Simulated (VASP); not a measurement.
# C2H6 in VASP: single point with PBE+D3(BJ)

Aim: the single point of C2H6 with PBE+D3(BJ).

Everything below comes from runs of VASP 6.6.1. Logs are shortened: lines on timing, memory, paths and dates and some standing lists are left out, and cuts for length are marked.

**1. The cell of the first run**

The cell holds a molecule in a box, 8 atoms: a = 14.000 Å, b = 14.500 Å, c = 15.000 Å, α = 90.00°, β = 90.00°, γ = 90.00°.

**2. Single point, PBE+D3(BJ)**

INCAR

```
SYSTEM = H3C
ALGO = Normal
EDIFF = 1E-6
ENCUT = 520
GGA = PE
ISIF = 2
ISMEAR = 0
ISYM = 0
IVDW = 12
LASPH = .TRUE.
LCHARG = .TRUE.
LELF = .TRUE.
LREAL = .FALSE.
LVHAR = .TRUE.
LWAVE = .FALSE.
NBANDS = 17
NELM = 80
PREC = Accurate
SIGMA = 0.005
```

KPOINTS

```
k-points
0
G
  1 1 1
  0 0 0
```

POSCAR

```
H3C
1.0
   14.0000000000      0.0000000000      0.0000000000
    0.0000000000     14.5000000000      0.0000000000
    0.0000000000      0.0000000000     15.0000000000
C H
2 6
Direct
    0.4454947171      0.5068392810      0.4978977003
    0.5535504050      0.4925990782      0.5001912697
    0.4109940156      0.4594801269      0.4506698073
    0.4270086994      0.5773973478      0.4775629526
    0.4132449086      0.4948717974      0.5636513812
    0.5720328607      0.4220175335      0.5204527482
    0.5880464928      0.5399025858      0.5474750012
    0.5858165269      0.5046363896      0.4344577972
```

Potentials or basis: VASP PAW PBE potentials, release 64 (C, H).

The run is started by

```console
$ cat potpaw_PBE.64/C/POTCAR potpaw_PBE.64/H/POTCAR > POTCAR
$ mpirun -np 1 vasp_gam > vasp.out
```

OUTCAR:

```text
SYSTEM = H3C
   EDIFF = 1E-6
   ENCUT = 520
   GGA = PE
   ISIF = 2
   ISMEAR = 0
   ISYM = 0
   IVDW = 12
   LASPH = .TRUE.
   LREAL = .FALSE.
   NELM = 80
   PREC = Accurate
 IVDW          = 12

 ion  position               nearest neighbor table
   1  0.445  0.507  0.498-   3 1.10   4 1.10   5 1.10   2 1.53
   2  0.554  0.493  0.500-   8 1.10   6 1.10   7 1.10   1 1.53
   3  0.411  0.459  0.451-   1 1.10
   4  0.427  0.577  0.478-   1 1.10
   5  0.413  0.495  0.564-   1 1.10
   6  0.572  0.422  0.520-   2 1.10
   7  0.588  0.540  0.547-   2 1.10
   8  0.586  0.505  0.434-   2 1.10

IMPORTANT INFORMATION: All symmetrisations will be switched off!
NOSYMM: (Re-)initialisation of all symmetry stuff for point group C_1.

----------------------------------------------------------------------------------------

                                     Primitive cell

  volume of cell :    3045.0000

  direct lattice vectors                    reciprocal lattice vectors
    14.000000000  0.000000000  0.000000000     0.071428571  0.000000000  0.000000000
     0.000000000 14.500000000  0.000000000     0.000000000  0.068965517  0.000000000
     0.000000000  0.000000000 15.000000000     0.000000000  0.000000000  0.066666667

  length of vectors
    14.000000000 14.500000000 15.000000000     0.071428571  0.068965517  0.066666667

  position of ions in fractional coordinates (direct lattice)
     0.445494717  0.506839281  0.497897700
     0.553550405  0.492599078  0.500191270
     0.410994016  0.459480127  0.450669807
     0.427008699  0.577397348  0.477562953
     0.413244909  0.494871797  0.563651381
     0.572032861  0.422017533  0.520452748
     0.588046493  0.539902586  0.547475001
     0.585816527  0.504636390  0.434457797

  ion indices of the primitive-cell ions
   primitive index   ion index
                 1           1
                 2           2
                 3           3
                 4           4
                 5           5
                 6           6
                 7           7
                 8           8

----------------------------------------------------------------------------------------

 KPOINTS: k-points

Automatic generation of k-mesh.
 Grid dimensions read from file:
 generate k-points for:    1    1    1

[... 41 lines left out ...]
   EDIFFG = 0.1E-04   stopping-criterion for IOM
   NSW    =      0    number of steps for IOM
   IBRION =     -1    ionic relax: 0-MD 1-quasi-New 2-CG
   NFREE  =      0    steps in history (QN), initial steepest desc. (CG)
   ISIF   =      2    stress and relaxation
   ISYM   =      0    0-nonsym 1-usesym 2-fastsym
   POTIM  = 0.5000    time-step for ionic-motion
   TEBEG  =    0.0;   TEEND  =   0.0 temperature during run
   PSTRESS=    0.0 pullay stress
   NELECT =      14.0000    total number of electrons
   NUPDOWN=      -1.0000    fix difference up-down
   EMIN   =  10.00;   EMAX   =-10.00  energy-range for DOS
   EFERMI =   0.00;   METHOD = LEGACY
   ISMEAR =     0;   SIGMA  =   0.01  broadening in eV -4-tet -1-fermi 0-gaus
   EFERMI_NEDOS =   21; number of points for ismear=-14 and -15
   IALGO  =     38    algorithm
   IMIX   =      4    mixing-type and parameters
     AMIX     =   0.40;   BMIX     =  1.00
     AMIX_MAG =   1.60;   BMIX_MAG =  1.00
  volume/ion in A,a.u.               =     380.62      2568.58
  Fermi-wavevector in a.u.,A,eV,Ry     =   0.272221  0.514423  1.008250  0.074104
  Thomas-Fermi vector in A             =   1.112538
   LORBIT       =      0    0 simple, 1 ext, 2 COOP (PROOUT), +10 PAW based schemes
   GGA     = PE    functional components
   LHFCALC =     F    Hartree Fock is set to
   AEXX    =    0.0000 exact exchange contribution
   IVDW    =    12    specifies the selected vdW correction
   LEPSILON=     F    determine dielectric tensor
   LRPA    =     F    only Hartree local field effects (RPA)
 non-spin polarized calculation
 Gauss-broadening in eV      SIGMA  =   0.01
  energy-cutoff  :      520.00
  volume of cell :     3045.00
 maximum number of plane-waves:     40942
 NGX is ok and might be reduce to   108
   NGX = 53   NGY = 53   NGZ = 55

 number of electron      13.9999998 magnetization

 Free energy of the ion-electron system (eV)
  ---------------------------------------------------
  ext. energy  EPLUGINS =         0.00000000
  ---------------------------------------------------
  free energy    TOTEN  =       -40.50775590 eV

  energy without entropy =      -40.50775590  energy(sigma->0) =      -40.50775590

 E-fermi :  -7.9984     XC(G=0):  -0.3492

 val. band max:       -8.0408701159   @ k =   0.0000   0.0000   0.0000
 cond. band min:      -0.4316217423   @ k =   0.0000   0.0000   0.0000
 fundamental gap:      7.6092483736
 Fermi energy:        -7.9984333315

 k-point     1 :       0.0000    0.0000    0.0000
  band No.  band energies     occupation
      1     -18.4500      2.00000
      2     -14.9350      2.00000
      3     -10.4196      2.00000
      4     -10.4196      2.00000
      5      -8.8170      2.00000
      6      -8.0409      2.00000
[... 9 lines left out ...]
     16       1.0762      0.00000
     17       1.0917      0.00000

------------------------ aborting loop because EDIFF is reached ----------------------------------------

 Edisp (eV)   -0.08990

 E8    (eV) :    -0.0235

  FORCE on cell =-STRESS in cart. coord.  units (eV):
  Direction    XX          YY          ZZ          XY          YZ          ZX
  --------------------------------------------------------------------------------------
  -------------------------------------------------------------------------------------
  Total      -0.02703    -0.03692    -0.03682    -0.00179     0.00007     0.00044
  in kB      -0.01422    -0.01943    -0.01938    -0.00094     0.00004     0.00023
  external pressure =       -0.02 kB  Pullay stress =        0.00 kB

 VOLUME and BASIS-vectors are now :
 -----------------------------------------------------------------------------
  energy-cutoff  :      520.00
  volume of cell :     3045.00
      direct lattice vectors                 reciprocal lattice vectors
    14.000000000  0.000000000  0.000000000     0.071428571  0.000000000  0.000000000
     0.000000000 14.500000000  0.000000000     0.000000000  0.068965517  0.000000000
     0.000000000  0.000000000 15.000000000     0.000000000  0.000000000  0.066666667

 POSITION                                       TOTAL-FORCE (eV/Angst)
 -----------------------------------------------------------------------------------
      6.23693      7.34917      7.46847        -0.005874      0.001063      0.000107
      7.74971      7.14269      7.50287         0.006445     -0.001413      0.000433
      5.75392      6.66246      6.76005        -0.011524     -0.013790     -0.014970
      5.97812      8.37226      7.16344        -0.007083      0.021183     -0.006070
      5.78543      7.17564      8.45477        -0.010827     -0.003446      0.020058
      8.00846      6.11925      7.80679         0.006979     -0.021130      0.006515
      8.23265      7.82859      8.21213         0.011261      0.014074      0.014475
      8.20143      7.31723      6.51687         0.010624      0.003459     -0.020549
 -----------------------------------------------------------------------------------
    total drift:                                0.000026     -0.000056      0.000195

  FREE ENERGIE OF THE ION-ELECTRON SYSTEM (eV)
  ---------------------------------------------------
  free  energy   TOTEN  =       -40.5976539012 eV

  energy  without entropy=      -40.5976539012  energy(sigma->0) =      -40.59765390
```

OSZICAR:

```text
N       E                     dE             d eps       ncg     rms          rms(c)
DAV:   1     0.116731510657E+03    0.11673E+03   -0.30460E+03    42   0.421E+02
DAV:   2    -0.167574527910E+02   -0.13349E+03   -0.12993E+03    59   0.842E+01
DAV:   3    -0.440199500750E+02   -0.27262E+02   -0.27039E+02    50   0.609E+01
[... 16 lines left out ...]
DAV:  20    -0.405077419422E+02   -0.22926E-04   -0.47103E-07    44   0.257E-03    0.759E-04
DAV:  21    -0.405077489427E+02   -0.70005E-05   -0.17707E-07    44   0.182E-03    0.890E-04
DAV:  22    -0.405077529480E+02   -0.40053E-05   -0.72819E-08    36   0.969E-04    0.342E-04
DAV:  23    -0.405077549051E+02   -0.19571E-05   -0.47554E-08    36   0.798E-04    0.131E-04
DAV:  24    -0.405077558996E+02   -0.99459E-06   -0.17713E-08    36   0.574E-04
   1 F= -.40597654E+02 E0= -.40597654E+02  d E =-.284449E-33
```

stdout:

```text
POSCAR found type information on POSCAR C H
 POSCAR found :  2 types and       8 ions
 scaLAPACK will be used
 LDA part: xc-table for (Slater+PW92), standard interpolation
 POSCAR, INCAR and KPOINTS ok, starting setup
 FFT: planning ... GRIDC
 FFT: planning ... GRID_SOFT
 FFT: planning ... GRID
 WAVECAR not read
 entering main loop
```

Wall time 4 min (1 thread of Intel Xeon Platinum 8375C at 2.90GHz (Ice Lake), shared host); peak memory 1.8 GiB.

What came out:

```
Free energy                     : -40.5977 eV
Largest force                   : 0.023 eV/Å
Gap between the frontier levels : 7.61 eV
Dispersion energy per atom      : -0.011 eV
```

Forces on the atoms (eV/Å):
```
C   -0.006  0.001  0.000
C    0.006 -0.001  0.000
H   -0.012 -0.014 -0.015
H   -0.007  0.021 -0.006
H   -0.011 -0.003  0.020
H    0.007 -0.021  0.007
H    0.011  0.014  0.014
H    0.011  0.003 -0.021
```
